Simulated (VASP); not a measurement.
Here is a VASP 6.6.1 calculation.

File INCAR:

```
ALGO = Fast ; EDIFF = 1E-6
ENCUT = 520 ; GGA = PE
ISIF = 2 ; ISMEAR = 0
LASPH = True ; LCHARG = False
LREAL = False ; LWAVE = False
NBANDS = 30 ; NELM = 80
PREC = Accurate ; SIGMA = 0.1
```

The input KPOINTS:

```
k-points
0
Gamma
  8 8 8
```

File POSCAR:

```
RbAsPd3
1.0
    4.8641112263      0.0000000000      0.0000000000
    0.0000000000      4.8641112263      0.0000000000
    0.0000000000      0.0000000000      4.8641112263
Rb As Pd
1 1 3
Direct
    0.0000000000      0.0000000000      0.0000000000
    0.5000000000      0.5000000000      0.5000000000
    0.0000000000      0.5000000000      0.5000000000
    0.5000000000      0.0000000000      0.5000000000
    0.5000000000      0.5000000000      0.0000000000
```

Potentials or basis: VASP PAW PBE potentials, release 64 (Rb_sv, As, Pd).

Command:

```bash
$ cat potpaw_PBE.64/Rb_sv/POTCAR potpaw_PBE.64/As/POTCAR potpaw_PBE.64/Pd/POTCAR > POTCAR
$ mpirun -np 1 vasp_std > vasp.out
```

(1) Estimate the band gap on the k mesh.

(2) What does it give for the pressure?

## Answers

(1) zero (bands 22 and 23 overlap by 1.46 eV).

(2) 0.1 GPa.
